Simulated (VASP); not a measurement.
Hg, 1 atom in the cell. Symmetry: I4/mmm, No. 139, tetragonal system. Conventional cell: a = 4.346 Å, b = 4.346 Å, c = 3.605 Å, α = 90.00°, β = 90.00°, γ = 90.00°. Within 4.7 Å of Hg (site symmetry 4/mmm) lie 14 Hg at 3.56 to 4.35 Å.  This cell differs from its parent crystal: strain +0.050 along x and y, +0.000 along z.

- Program: VASP 6.6.1
- Task: single point
- Functional: PBE
- Dispersion: D3(BJ)
- Potentials or basis: VASP PAW PBE potentials, release 64 (Hg)
- Cutoff: 520 eV
- k mesh: 18 × 18 × 18
- Occupations: gaussian, width 0.15 eV
- Spin: no spin polarisation
- Dipole correction: no
- Further INCAR settings: ALGO = Fast; EDIFF = 1e-06; NBANDS = 12

Potentials or basis: VASP PAW PBE potentials, release 64 (Hg).

Run with:

```console
$ cat potpaw_PBE.64/Hg/POTCAR > POTCAR
$ mpirun -np 1 vasp_std > vasp.out
```

Hardware: 1 thread of Intel(R) Xeon(R) 6975P-C (Granite Rapids), with other jobs on the host.

Problem. Estimate the wall time of this run.

Solution. Wall time 56 s on 1 thread of Intel(R) Xeon(R) 6975P-C (Granite Rapids), with other jobs on the host, peak memory 0.31 GiB. Counts: scf iterations 11, k points 480.
